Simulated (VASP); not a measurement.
# Ga (Fm-3m) in VASP: a series of runs

Ga is run at these levels: PBE; tasks: single point, relaxation of cell and atoms.

All numbers are computed with VASP 6.6.1; they aren't measurements. Logs are shortened: lines on timing, memory, paths and dates and some standing lists are left out, and cuts for length are marked.

**1. The cell of the first run**

Symmetry: Fm-3m, No. 225, cubic system. Conventional cell: a = 4.231 Å, b = 4.231 Å, c = 4.231 Å, α = 90.00°, β = 90.00°, γ = 90.00°. Ga (site symmetry m-3m) has 12 Ga at 2.99 Å within 3.9 Å.

**2. Single point, PBE**

Input file INCAR:

```
PREC = Accurate
ENCUT = 520
EDIFF = 1E-7
ISMEAR = 0
SIGMA = 0.1
LREAL = False
LASPH = True
NELM = 100
ALGO = Normal
ISIF = 2
LWAVE = False
LCHARG = False
GGA = PE
NBANDS = 12
```

Input file KPOINTS:

```
Automatic mesh
0
Gamma
  16 16 16
```

Input file POSCAR:

```
Ga
1.0
    0.0000000000      2.1154471951      2.1154471951
    2.1154471951      0.0000000000      2.1154471951
    2.1154471951      2.1154471951      0.0000000000
Ga
1
Direct
    0.0000000000      0.0000000000      0.0000000000
```

Potentials or basis: VASP PAW PBE potentials, release 64 (Ga_d).

Run with:

```
> cat potpaw_PBE.64/Ga_d/POTCAR > POTCAR
> mpirun -np 1 vasp_std > vasp.out
```

OUTCAR:

```text
PREC = Accurate
   ENCUT = 520
   EDIFF = 1E-7
   ISMEAR = 0
   LREAL = False
   LASPH = True
   NELM = 100
   ISIF = 2
   GGA = PE

 ion  position               nearest neighbor table
   1  0.000  0.000  0.000-

  LATTYP: Found a face centered cubic cell.
 ALAT       =     4.2308943902

  Lattice vectors:

 A1 = (   0.0000000000,   2.1154471951,   2.1154471951)
 A2 = (   2.1154471951,   0.0000000000,   2.1154471951)
 A3 = (   2.1154471951,   2.1154471951,   0.0000000000)

Analysis of symmetry for initial positions (statically):
=====================================================================
 Subroutine PRICEL returns:
 Original cell was already a primitive cell.

 Routine SETGRP: Setting up the symmetry group for a
 face centered cubic supercell.

 Subroutine GETGRP returns: Found 48 space group operations
 (whereof 48 operations were pure point group operations)
 out of a pool of 48 trial point group operations.

The static configuration has the point symmetry O_h .

Analysis of symmetry for dynamics (positions and initial velocities):
=====================================================================
 Subroutine PRICEL returns:
 Original cell was already a primitive cell.

 Routine SETGRP: Setting up the symmetry group for a
 face centered cubic supercell.

 Subroutine GETGRP returns: Found 48 space group operations
 (whereof 48 operations were pure point group operations)
 out of a pool of 48 trial point group operations.

The dynamic configuration has the point symmetry O_h .

 Subroutine INISYM returns: Found 48 space group operations
 (whereof 48 operations are pure point group operations),
 and found     1 'primitive' translations

----------------------------------------------------------------------------------------

                                     Primitive cell

  volume of cell :      18.9337

  direct lattice vectors                    reciprocal lattice vectors
     0.000000000  2.115447195  2.115447195    -0.236356644  0.236356644  0.236356644
     2.115447195  0.000000000  2.115447195     0.236356644 -0.236356644  0.236356644
     2.115447195  2.115447195  0.000000000     0.236356644  0.236356644 -0.236356644

  length of vectors
     2.991694114  2.991694114  2.991694114     0.409381716  0.409381716  0.409381716

  position of ions in fractional coordinates (direct lattice)
     0.000000000  0.000000000  0.000000000

  ion indices of the primitive-cell ions
   primitive index   ion index
                 1           1

----------------------------------------------------------------------------------------

 KPOINTS: Automatic mesh

Automatic generation of k-mesh.
 Grid dimensions read from file:
 generate k-points for:   16   16   16

 Generating k-lattice:

  Cartesian coordinates                     Fractional coordinates (reciprocal lattice)
    -0.014772290  0.014772290  0.014772290     0.062500000  0.000000000  0.000000000
     0.014772290 -0.014772290  0.014772290     0.000000000  0.062500000  0.000000000
     0.014772290  0.014772290 -0.014772290     0.000000000  0.000000000  0.062500000

  Length of vectors
     0.025586357  0.025586357  0.025586357

  Shift w.r.t. Gamma in fractional coordinates (k-lattice)
     0.000000000  0.000000000  0.000000000

 Subroutine IBZKPT returns following result:
 ===========================================

 Found    145 irreducible k-points:

 Following reciprocal coordinates:
            Coordinates               Weight
  0.000000  0.000000  0.000000      1.000000
  0.062500  0.000000  0.000000      8.000000
  0.125000  0.000000  0.000000      8.000000
  0.187500  0.000000  0.000000      8.000000
  0.250000  0.000000  0.000000      8.000000
  0.312500  0.000000  0.000000      8.000000
[... 16 lines left out ...]
 -0.125000  0.062500  0.000000     24.000000
 -0.062500  0.062500  0.000000     12.000000
 [... further k-points ...]
   k-points           NKPTS =    145   k-points in BZ     NKDIM =    145   number of bands    NBANDS=     12
   number of dos      NEDOS =    301   number of ions     NIONS =      1
   total plane-waves  NPLWV =  13824
   dimension x,y,z NGX =    24 NGY =   24 NGZ =   24
   dimension x,y,z NGXF=    48 NGYF=   48 NGZF=   48
   ions per type =               1
   NGX,Y,Z   is equivalent  to a cutoff of  13.34, 13.34, 13.34 a.u.
   NGXF,Y,Z  is equivalent  to a cutoff of  26.67, 26.67, 26.67 a.u.
 SYSTEM =  unknown system
   PREC   = accura    normal or accurate (medium, high low for compatibility)
   ISTART =      0    job   : 0-new  1-cont  2-samecut
   ICHARG =      2    charge: 1-file 2-atom 10-const
   ISPIN  =      1    spin polarized calculation?
   LNONCOLLINEAR =      F non collinear calculations
   LSORBIT =      F    spin-orbit coupling
   LASPH  =      T    aspherical Exc in radial PAW
   ENCUT  =  520.0 eV  38.22 Ry    6.18 a.u.   5.56  5.56  5.56*2*pi/ulx,y,z
   NELM   =    100;   NELMIN=  2; NELMDL= -5     # of ELM steps
   EDIFF  = 0.1E-06   stopping-criterion for ELM
   LREAL  =      F    real-space projection
   EDIFFG = 0.1E-05   stopping-criterion for IOM
   NSW    =      0    number of steps for IOM
   IBRION =     -1    ionic relax: 0-MD 1-quasi-New 2-CG
   NFREE  =      0    steps in history (QN), initial steepest desc. (CG)
   ISIF   =      2    stress and relaxation
   ISYM   =      2    0-nonsym 1-usesym 2-fastsym
   POTIM  = 0.5000    time-step for ionic-motion
   TEBEG  =    0.0;   TEEND  =   0.0 temperature during run
   PSTRESS=    0.0 pullay stress
   NELECT =      13.0000    total number of electrons
   NUPDOWN=      -1.0000    fix difference up-down
   EMIN   =  10.00;   EMAX   =-10.00  energy-range for DOS
   EFERMI =   0.00;   METHOD = LEGACY
   ISMEAR =     0;   SIGMA  =   0.10  broadening in eV -4-tet -1-fermi 0-gaus
   EFERMI_NEDOS =   21; number of points for ismear=-14 and -15
   IALGO  =     38    algorithm
   IMIX   =      4    mixing-type and parameters
     AMIX     =   0.40;   BMIX     =  1.00
     AMIX_MAG =   1.60;   BMIX_MAG =  1.00
  volume/ion in A,a.u.               =      18.93       127.77
  Fermi-wavevector in a.u.,A,eV,Ry     =   1.444255  2.729245 28.380003  2.085871
  Thomas-Fermi vector in A             =   2.562570
   LORBIT       =      0    0 simple, 1 ext, 2 COOP (PROOUT), +10 PAW based schemes
   GGA     = PE    functional components
   LHFCALC =     F    Hartree Fock is set to
   AEXX    =    0.0000 exact exchange contribution
   IVDW    =     0    specifies the selected vdW correction
   LEPSILON=     F    determine dielectric tensor
   LRPA    =     F    only Hartree local field effects (RPA)
 non-spin polarized calculation
 Gauss-broadening in eV      SIGMA  =   0.10
  energy-cutoff  :      520.00
  volume of cell :       18.93
 maximum number of plane-waves:       531
 NGX is ok and might be reduce to    24
   NGX = 11   NGY = 11   NGZ = 11

 number of electron      13.0000010 magnetization

 Free energy of the ion-electron system (eV)
  ---------------------------------------------------
  ext. energy  EPLUGINS =         0.00000000
  ---------------------------------------------------
  free energy    TOTEN  =        -2.88695900 eV

  energy without entropy =       -2.88407915  energy(sigma->0) =       -2.88551908

 E-fermi :   5.5354     XC(G=0): -11.0026

 val. band max:        5.5342644017   @ k =  -0.3125   0.4375   0.1250
 cond. band min:       5.5355777501   @ k =  -0.2500   0.4375   0.1875
 fundamental gap:      0.0013133483
 Fermi energy:         5.5354010377

 k-point     1 :       0.0000    0.0000    0.0000
  band No.  band energies     occupation
      1      -9.3731      2.00000
      2      -9.3731      2.00000
      3      -9.3731      2.00000
      4      -9.2539      2.00000
      5      -9.2539      2.00000
      6      -5.4922      2.00000
      7      17.7047      0.00000
      8      17.7047      0.00000
      9      17.7047      0.00000
     10      21.3396      0.00000
     11      21.5714      0.00000
     12      21.5714      0.00000

 k-point     2 :       0.0625    0.0000    0.0000
  band No.  band energies     occupation
      1      -9.3744      2.00000
      2      -9.3684      2.00000
      3      -9.3684      2.00000
      4      -9.2547      2.00000
      5      -9.2547      2.00000
      6      -5.3922      2.00000
      7      16.4434      0.00000
      8      17.4911      0.00000
      9      17.4911      0.00000
     10      20.4032      0.00000
     11      21.9252      0.00000
     12      21.9252      0.00000

 k-point     3 :       0.1250    0.0000    0.0000
  band No.  band energies     occupation
      1      -9.3791      2.00000
      2      -9.3569      2.00000
      3      -9.3569      2.00000
      4      -9.2549      2.00000
      5      -9.2549      2.00000
      6      -5.0907      2.00000
      7      14.0487      0.00000
      8      17.0214      0.00000
      9      17.0214      0.00000
     10      20.0271      0.00000
     11      22.7360      0.00000
     12      22.7360      0.00000

 k-point     4 :       0.1875    0.0000    0.0000
  band No.  band energies     occupation
      1      -9.3882      2.00000
      2      -9.3463      2.00000
      3      -9.3463      2.00000
      4      -9.2484      2.00000
      5      -9.2484      2.00000
      6      -4.5849      2.00000
      7      11.5380      0.00000
      8      16.5185      0.00000
      9      16.5185      0.00000
     10      19.7885      0.00000
     11      23.0556      0.00000
     12      23.0556      0.00000

 k-point     5 :       0.2500    0.0000    0.0000
  band No.  band energies     occupation
      1      -9.4017      2.00000
      2      -9.3448      2.00000
      3      -9.3448      2.00000
      4      -9.2296      2.00000
      5      -9.2296      2.00000
      6      -3.8727      2.00000
      7       9.1217      0.00000
      8      16.0836      0.00000
      9      16.0836      0.00000
     10      19.6434      0.00000
     11      22.2168      0.00000
     12      22.2169      0.00000

 k-point     6 :       0.3125    0.0000    0.0000
  band No.  band energies     occupation
      1      -9.4176      2.00000
      2      -9.3511      2.00000
      3      -9.3511      2.00000
      4      -9.2027      2.00000
      5      -9.2027      2.00000
      6      -2.9544      2.00000
      7       6.8559      0.00000
      8      15.7502      0.00000
      9      15.7502      0.00000
     10      19.6076      0.00000
     11      21.3103      0.00000
     12      21.3103      0.00000

 k-point     7 :       0.3750    0.0000    0.0000
  band No.  band energies     occupation
      1      -9.4326      2.00000
      2      -9.3595      2.00000
      3      -9.3595      2.00000
      4      -9.1765      2.00000
      5      -9.1765      2.00000
      6      -1.8353      2.00000
      7       4.7662      2.00000
      8      15.5229      0.00000
      9      15.5229      0.00000
     10      19.6944      0.00000
     11      20.6079      0.00000
     12      20.6079      0.00000

 k-point     8 :       0.4375    0.0000    0.0000
  band No.  band energies     occupation
      1      -9.4433      2.00000
      2      -9.3661      2.00000
      3      -9.3661      2.00000
      4      -9.1581      2.00000
      5      -9.1581      2.00000
      6      -0.5362      2.00000
      7       2.8824      2.00000
      8      15.3939      0.00000
      9      15.3939      0.00000
     10      19.9054      0.00000
     11      20.1684      0.00000
     12      20.1684      0.00000
[... 166 lines left out ...]
 k-point    20 :      -0.3125    0.0625    0.0000
  band No.  band energies     occupation
      1      -9.4179      2.00000
      2      -9.3543      2.00000
      3      -9.3482      2.00000
      4      -9.2087      2.00000
      5      -9.1861      2.00000
      6      -2.5136      2.00000
      7       6.2242      0.00000
      8      14.0922      0.00000
      9      16.1693      0.00000
     10      19.8054      0.00000
     11      20.7065      0.00000
     12      20.8367      0.00000

 k-point    21 :      -0.2500    0.0625    0.0000
  band No.  band energies     occupation
      1      -9.4040      2.00000
      2      -9.3459      2.00000
      3      -9.3403      2.00000
      4      -9.2389      2.00000
      5      -9.2094      2.00000
      6      -3.4992      2.00000
      7       8.4302      0.00000
      8      14.2737      0.00000
      9      16.7086      0.00000
     10      20.1450      0.00000
     11      21.2989      0.00000
     12      21.4244      0.00000

 k-point    22 :      -0.1875    0.0625    0.0000
  band No.  band energies     occupation
      1      -9.3919      2.00000
      2      -9.3425      2.00000
      3      -9.3392      2.00000
      4      -9.2604      2.00000
      5      -9.2307      2.00000
      6      -4.2805      2.00000
      7      10.7945      0.00000
      8      14.6207      0.00000
      9      17.2362      0.00000
     10      20.2866      0.00000
     11      22.0840      0.00000
     12      22.4500      0.00000

 k-point    23 :      -0.1250    0.0625    0.0000
  band No.  band energies     occupation
      1      -9.3834      2.00000
      2      -9.3496      2.00000
      3      -9.3475      2.00000
      4      -9.2654      2.00000
      5      -9.2442      2.00000
      6      -4.8553      2.00000
      7      13.2703      0.00000
      8      15.1289      0.00000
      9      17.6685      0.00000
     10      20.3426      0.00000
     11      22.2529      0.00000
     12      23.6396      0.00000

 k-point    24 :      -0.0625    0.0625    0.0000
  band No.  band energies     occupation
      1      -9.3781      2.00000
      2      -9.3625      2.00000
      3      -9.3585      2.00000
      4      -9.2607      2.00000
      5      -9.2505      2.00000
      6      -5.2250      2.00000
      7      15.5900      0.00000
      8      15.9025      0.00000
      9      17.8133      0.00000
     10      20.2851      0.00000
     11      21.7956      0.00000
     12      22.9068      0.00000

 [... further k-points ...]
[... 5 lines left out ...]
  --------------------------------------------------------------------------------------
  -------------------------------------------------------------------------------------
  Total        0.0109362      0.0109362      0.0109362     -0.0000000     -0.0000000      0.0000000
  in kB        0.9254262      0.9254262      0.9254262     -0.0000000     -0.0000000      0.0000000
  external PRESSURE =       0.9254262 kB  Pullay stress =       0.0000000 kB

 VOLUME and BASIS-vectors are now :
 -----------------------------------------------------------------------------
  energy-cutoff  :      520.00
  volume of cell :       18.93
      direct lattice vectors                 reciprocal lattice vectors
     0.000000000  2.115447195  2.115447195    -0.236356644  0.236356644  0.236356644
     2.115447195  0.000000000  2.115447195     0.236356644 -0.236356644  0.236356644
     2.115447195  2.115447195  0.000000000     0.236356644  0.236356644 -0.236356644

 POSITION                                       TOTAL-FORCE (eV/Angst)
 -----------------------------------------------------------------------------------
      0.00000      0.00000      0.00000         0.000000      0.000000     -0.000000
 -----------------------------------------------------------------------------------
    total drift:                               -0.000000      0.000000      0.000000

  FREE ENERGIE OF THE ION-ELECTRON SYSTEM (eV)
  ---------------------------------------------------
  free  energy   TOTEN  =        -2.8869589973 eV

  energy  without entropy=       -2.8840791542  energy(sigma->0) =       -2.88551908
```

Run time: 20 s. Hardware: 1 thread of Intel Xeon Platinum 8259CL at 2.50GHz (Skylake/Cascade Lake), shared host; peak memory 0.15 GiB.

What came out:

```yaml
Free_energy: -2.8870 eV
Pressure: 0.1 GPa
```

**3. Relaxation of cell and atoms, PBE**

This run uses another cell than the first one, of 20.16 Å³/atom, 1.065 times its volume.

Input file INCAR:

```
SYSTEM = Ga
PREC = Accurate
ENCUT = 600
EDIFF = 1E-7
ISMEAR = 0
SIGMA = 0.1
LREAL = .FALSE.
LASPH = .TRUE.
NELM = 60
ALGO = Normal
ISIF = 3
LWAVE = .FALSE.
LCHARG = .FALSE.
GGA = PE
IBRION = 2
NSW = 100
EDIFFG = -0.01
```

Input file KPOINTS:

```
regular mesh
0
G
  16 16 16
  0 0 0
```

Input file POSCAR:

```
Ga
1.0
    0.0000000000      2.1601210908      2.1601210908
    2.1601210908      0.0000000000      2.1601210908
    2.1601210908      2.1601210908      0.0000000000
Ga
1
Direct
    0.0000000000      0.0000000000      0.0000000000
```

Potentials or basis: VASP PAW PBE potentials, release 64 (Ga_d).

Run with:

```
> cat potpaw_PBE.64/Ga_d/POTCAR > POTCAR
> mpirun -np 1 vasp_std > vasp.out
```

Wall time 38 s (1 thread of Intel Xeon Platinum 8259CL at 2.50GHz (Skylake/Cascade Lake), shared host); peak memory 0.17 GiB.

Results (log left out):

| Item | Value |
| --- | --- |
| Free energy | -2.8872 eV |
| Relaxed volume | 18.94 Å³/atom |
| Relaxed cell | a = 2.992 Å, b = 2.992 Å, c = 2.992 Å, α = 60.00°, β = 60.00°, γ = 60.00° |
| Space group after relaxing (to 0.05 Å) | Fm-3m (No. 225) |
| Energy gained by relaxing | 10.1 meV/atom |
| Ionic steps | 4 |
| Pressure after relaxing | 0.0 GPa |

The path:
```tsv
step	energy change (eV)	largest force (eV/Å)	pressure (GPa)	volume (Å³)
1	0.0000	0.0000	-2.53	20.16
2	-0.0095	0.0000	-0.77	19.25
3	-0.0101	0.0000	0.16	18.88
4	-0.0101	0.0000	-0.05	18.94
```

Final structure:
```
Ga
1.0
     0.00000    2.11564    2.11564
     2.11564    0.00000    2.11564
     2.11564    2.11564    0.00000
Ga
1
Direct
  0.00000 0.00000 0.00000
```

Levels at points of the mesh, in eV from the Fermi level:
| k point | band 4 | band 5 | band 6 | band 7 | band 8 | band 9 |
| --- | --- | --- | --- | --- | --- | --- |
| (0.00, 0.00, 0.00) | -14.79 | -14.79 | -11.03 | 12.17 | 12.17 | 12.17 |
| (0.50, 0.00, 0.00) | -14.69 | -14.69 | -4.96 | -3.96 | 9.81 | 9.81 |
| (0.50, 0.50, 0.00) | -14.66 | -14.66 | -2.54 | -2.36 | 4.91 | 4.91 |
